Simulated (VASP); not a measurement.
# Cu (Im-3m) in VASP: notebook

The runs below take Cu through single point, relaxation of cell and atoms, with LDA.

All numbers are computed with VASP 6.6.1; they aren't measurements. Logs are shortened: lines on timing, memory, paths and dates and some standing lists are left out, and cuts for length are marked.

### 1 The cell of the first run

The structure is cubic, space group Im-3m (No. 229). The conventional cell has a = 2.903 Å, b = 2.903 Å, c = 2.903 Å, α = 90.00°, β = 90.00°, γ = 90.00°. Cu (site symmetry m-3m) has 14 Cu at 2.51 to 2.90 Å within 3.3 Å.

### 2 Single point, LDA (volume scaled by 1.12)

INCAR reads:

```
SYSTEM = Cu
PREC = Accurate ; ENCUT = 520
EDIFF = 1E-6 ; ISMEAR = -1
SIGMA = 0.1 ; LREAL = .False.
LASPH = .True. ; NELM = 100
ALGO = Normal ; ISIF = 2
LWAVE = .False. ; LCHARG = .False.
GGA = CA ; NBANDS = 12
```

KPOINTS reads:

```
Automatic mesh
0
Gamma
  18 18 18
  0 0 0
```

POSCAR reads:

```
Cu
1.0
   -1.4516769240      1.4516769240      1.4516769240
    1.4516769240     -1.4516769240      1.4516769240
    1.4516769240      1.4516769240     -1.4516769240
Cu
1
Direct
    0.0000000000      0.0000000000      0.0000000000
```

Potentials or basis: VASP PAW LDA potentials, release 64 (Cu).

Launch:

```sh
$ cat potpaw_LDA.64/Cu/POTCAR > POTCAR
$ mpirun -np 1 vasp_std > vasp.out
```

OUTCAR:

```text
SYSTEM = Cu
   PREC = Accurate
   ENCUT = 520
   EDIFF = 1E-6
   ISMEAR = -1
   LREAL = .False.
   LASPH = .True.
   NELM = 100
   ISIF = 2
   GGA = CA

 ion  position               nearest neighbor table
   1  0.000  0.000  0.000-

  LATTYP: Found a body centered cubic cell.
 ALAT       =     2.9033538480

  Lattice vectors:

 A1 = (  -1.4516769240,   1.4516769240,   1.4516769240)
 A2 = (   1.4516769240,  -1.4516769240,   1.4516769240)
 A3 = (   1.4516769240,   1.4516769240,  -1.4516769240)

Analysis of symmetry for initial positions (statically):
=====================================================================
 Subroutine PRICEL returns:
 Original cell was already a primitive cell.

 Routine SETGRP: Setting up the symmetry group for a
 body centered cubic supercell.

 Subroutine GETGRP returns: Found 48 space group operations
 (whereof 48 operations were pure point group operations)
 out of a pool of 48 trial point group operations.

The static configuration has the point symmetry O_h .

Analysis of symmetry for dynamics (positions and initial velocities):
=====================================================================
 Subroutine PRICEL returns:
 Original cell was already a primitive cell.

 Routine SETGRP: Setting up the symmetry group for a
 body centered cubic supercell.

 Subroutine GETGRP returns: Found 48 space group operations
 (whereof 48 operations were pure point group operations)
 out of a pool of 48 trial point group operations.

The dynamic configuration has the point symmetry O_h .

 Subroutine INISYM returns: Found 48 space group operations
 (whereof 48 operations are pure point group operations),
 and found     1 'primitive' translations

----------------------------------------------------------------------------------------

                                     Primitive cell

  volume of cell :      12.2369

  direct lattice vectors                    reciprocal lattice vectors
    -1.451676924  1.451676924  1.451676924     0.000000000  0.344429254  0.344429254
     1.451676924 -1.451676924  1.451676924     0.344429254  0.000000000  0.344429254
     1.451676924  1.451676924 -1.451676924     0.344429254  0.344429254  0.000000000

  length of vectors
     2.514378189  2.514378189  2.514378189     0.487096522  0.487096522  0.487096522

  position of ions in fractional coordinates (direct lattice)
     0.000000000  0.000000000  0.000000000

  ion indices of the primitive-cell ions
   primitive index   ion index
                 1           1

----------------------------------------------------------------------------------------

 KPOINTS: Automatic mesh

Automatic generation of k-mesh.
 Grid dimensions read from file:
 generate k-points for:   18   18   18

 Generating k-lattice:

  Cartesian coordinates                     Fractional coordinates (reciprocal lattice)
     0.000000000  0.019134959  0.019134959     0.055555556  0.000000000  0.000000000
     0.019134959  0.000000000  0.019134959     0.000000000  0.055555556  0.000000000
     0.019134959  0.019134959  0.000000000     0.000000000  0.000000000  0.055555556

  Length of vectors
     0.027060918  0.027060918  0.027060918

  Shift w.r.t. Gamma in fractional coordinates (k-lattice)
     0.000000000  0.000000000  0.000000000

 Subroutine IBZKPT returns following result:
 ===========================================

 Found    195 irreducible k-points:

 Following reciprocal coordinates:
            Coordinates               Weight
  0.000000  0.000000  0.000000      1.000000
  0.055556  0.000000  0.000000     12.000000
  0.111111  0.000000  0.000000     12.000000
  0.166667  0.000000  0.000000     12.000000
  0.222222  0.000000  0.000000     12.000000
  0.277778  0.000000  0.000000     12.000000
[... 16 lines left out ...]
  0.333333  0.111111 -0.000000     48.000000
  0.388889  0.111111  0.000000     48.000000
 [... further k-points ...]
   k-points           NKPTS =    195   k-points in BZ     NKDIM =    195   number of bands    NBANDS=     12
   number of dos      NEDOS =    301   number of ions     NIONS =      1
   total plane-waves  NPLWV =   8000
   dimension x,y,z NGX =    20 NGY =   20 NGZ =   20
   dimension x,y,z NGXF=    40 NGYF=   40 NGZF=   40
   ions per type =               1
   NGX,Y,Z   is equivalent  to a cutoff of  13.22, 13.22, 13.22 a.u.
   NGXF,Y,Z  is equivalent  to a cutoff of  26.45, 26.45, 26.45 a.u.
 SYSTEM =  Cu
   PREC   = accura    normal or accurate (medium, high low for compatibility)
   ISTART =      0    job   : 0-new  1-cont  2-samecut
   ICHARG =      2    charge: 1-file 2-atom 10-const
   ISPIN  =      1    spin polarized calculation?
   LNONCOLLINEAR =      F non collinear calculations
   LSORBIT =      F    spin-orbit coupling
   LASPH  =      T    aspherical Exc in radial PAW
   ENCUT  =  520.0 eV  38.22 Ry    6.18 a.u.   4.68  4.68  4.68*2*pi/ulx,y,z
   NELM   =    100;   NELMIN=  2; NELMDL= -5     # of ELM steps
   EDIFF  = 0.1E-05   stopping-criterion for ELM
   LREAL  =      F    real-space projection
   EDIFFG = 0.1E-04   stopping-criterion for IOM
   NSW    =      0    number of steps for IOM
   IBRION =     -1    ionic relax: 0-MD 1-quasi-New 2-CG
   NFREE  =      0    steps in history (QN), initial steepest desc. (CG)
   ISIF   =      2    stress and relaxation
   ISYM   =      2    0-nonsym 1-usesym 2-fastsym
   POTIM  = 0.5000    time-step for ionic-motion
   TEBEG  =    0.0;   TEEND  =   0.0 temperature during run
   PSTRESS=    0.0 pullay stress
   NELECT =      11.0000    total number of electrons
   NUPDOWN=      -1.0000    fix difference up-down
   EMIN   =  10.00;   EMAX   =-10.00  energy-range for DOS
   EFERMI =   0.00;   METHOD = LEGACY
   ISMEAR =    -1;   SIGMA  =   0.10  broadening in eV -4-tet -1-fermi 0-gaus
   EFERMI_NEDOS =   21; number of points for ismear=-14 and -15
   IALGO  =     38    algorithm
   IMIX   =      4    mixing-type and parameters
     AMIX     =   0.40;   BMIX     =  1.00
     AMIX_MAG =   1.60;   BMIX_MAG =  1.00
  volume/ion in A,a.u.               =      12.24        82.58
  Fermi-wavevector in a.u.,A,eV,Ry     =   1.579971  2.985712 33.964333  2.496308
  Thomas-Fermi vector in A             =   2.680269
   LORBIT       =      0    0 simple, 1 ext, 2 COOP (PROOUT), +10 PAW based schemes
   GGA     = CA    functional components
   LHFCALC =     F    Hartree Fock is set to
   AEXX    =    0.0000 exact exchange contribution
   IVDW    =     0    specifies the selected vdW correction
   LEPSILON=     F    determine dielectric tensor
   LRPA    =     F    only Hartree local field effects (RPA)
 non-spin polarized calculation
  energy-cutoff  :      520.00
  volume of cell :       12.24
 maximum number of plane-waves:       370
   NGX =  9   NGY =  9   NGZ =  9

 number of electron      11.0000010 magnetization

 Free energy of the ion-electron system (eV)
  ---------------------------------------------------
  ext. energy  EPLUGINS =         0.00000000
  ---------------------------------------------------
  free energy    TOTEN  =        -4.60585213 eV

  energy without entropy =       -4.59229088  energy(sigma->0) =       -4.59907151

 E-fermi :   6.8994     XC(G=0): -12.8983

 val. band max:        6.8754574697   @ k =   0.2222   0.1667   0.1111
 cond. band min:       6.9097842381   @ k =   0.3889   0.1111   0.0000
 fundamental gap:      0.0343267684
 Fermi energy:         6.8993525208

 k-point     1 :       0.0000    0.0000    0.0000
  band No.  band energies     occupation
      1      -2.1745      2.00000
      2       3.8573      2.00000
      3       3.8573      2.00000
      4       3.8573      2.00000
      5       4.8378      2.00000
      6       4.8378      2.00000
      7      31.7018      0.00000
      8      31.7018      0.00000
      9      31.7018      0.00000
     10      34.2846      0.00000
     11      34.2846      0.00000
     12      34.2846      0.00000

 k-point     2 :       0.0556    0.0000    0.0000
  band No.  band energies     occupation
      1      -2.0585      2.00000
      2       3.8363      2.00000
      3       3.8568      2.00000
      4       3.9010      2.00000
      5       4.8170      2.00000
      6       4.8393      2.00000
      7      30.2785      0.00000
      8      31.3388      0.00000
      9      31.3638      0.00000
     10      32.9584      0.00000
     11      33.1696      0.00000
     12      33.4760      0.00000

 k-point     3 :       0.1111    0.0000    0.0000
  band No.  band energies     occupation
      1      -1.7141      2.00000
      2       3.7760      2.00000
      3       3.8509      2.00000
      4       4.0285      2.00000
      5       4.7657      2.00000
      6       4.8443      2.00000
      7      27.4581      0.00000
      8      30.1426      0.00000
      9      30.6608      0.00000
     10      31.1573      0.00000
     11      32.3599      0.00000
     12      33.4212      0.00000
[... 286 lines left out ...]
 k-point    23 :       0.3333    0.1111   -0.0000
  band No.  band energies     occupation
      1       2.0064      2.00000
      2       3.2839      2.00000
      3       4.1358      2.00000
      4       4.7461      2.00000
      5       5.0137      2.00000
      6       6.0491      1.99959
      7      14.0424      0.00000
      8      21.1402      0.00000
      9      24.3366      0.00000
     10      29.7947      0.00000
     11      33.5664      0.00000
     12      36.6993      0.00000

 k-point    24 :       0.3889    0.1111    0.0000
  band No.  band energies     occupation
      1       2.1867      2.00000
      2       3.2324      2.00000
      3       4.4392      2.00000
      4       4.7750      2.00000
      5       5.1203      2.00000
      6       6.9098      0.94789
      7      12.0770      0.00000
      8      20.7544      0.00000
      9      23.9204      0.00000
     10      29.6261      0.00000
     11      33.4695      0.00000
     12      37.7225      0.00000

 [... further k-points ...]
[... 5 lines left out ...]
  --------------------------------------------------------------------------------------
  -------------------------------------------------------------------------------------
  Total       -1.1469799     -1.1469799     -1.1469799     -0.0000000      0.0000000     -0.0000000
  in kB     -150.1746007   -150.1746007   -150.1746007     -0.0000000      0.0000000     -0.0000000
  external PRESSURE =    -150.1746007 kB  Pullay stress =       0.0000000 kB

 VOLUME and BASIS-vectors are now :
 -----------------------------------------------------------------------------
  energy-cutoff  :      520.00
  volume of cell :       12.24
      direct lattice vectors                 reciprocal lattice vectors
    -1.451676924  1.451676924  1.451676924     0.000000000  0.344429254  0.344429254
     1.451676924 -1.451676924  1.451676924     0.344429254  0.000000000  0.344429254
     1.451676924  1.451676924 -1.451676924     0.344429254  0.344429254  0.000000000

 POSITION                                       TOTAL-FORCE (eV/Angst)
 -----------------------------------------------------------------------------------
      0.00000      0.00000      0.00000        -0.000000      0.000000     -0.000000
 -----------------------------------------------------------------------------------
    total drift:                                0.000000     -0.000000      0.000000

  FREE ENERGIE OF THE ION-ELECTRON SYSTEM (eV)
  ---------------------------------------------------
  free  energy   TOTEN  =        -4.6058521297 eV

  energy  without entropy=       -4.5922908818  energy(sigma->0) =       -4.59907151
```

Run time: 12 s. Hardware: 1 thread of Intel Xeon 6975P-C (Granite Rapids), shared host; peak memory 0.14 GiB.

Results:

* Free energy: -4.6059 eV
* Pressure: -15.0 GPa

Levels at points of the mesh, in eV from the Fermi level:
```tsv
k point	band 3	band 4	band 5	band 6	band 7	band 8	band 9	band 10
(0.00, 0.00, 0.00)	-3.04	-3.04	-2.06	-2.06	24.80	24.80	24.80	27.39
(0.50, 0.00, 0.00)	-2.11	-1.96	-1.38	-0.48	4.13	16.96	17.21	20.96
(0.50, 0.50, 0.50)	-1.54	-1.54	-1.54	7.98	7.98	7.98	13.45	13.45
```

[end of part 1 of 2]
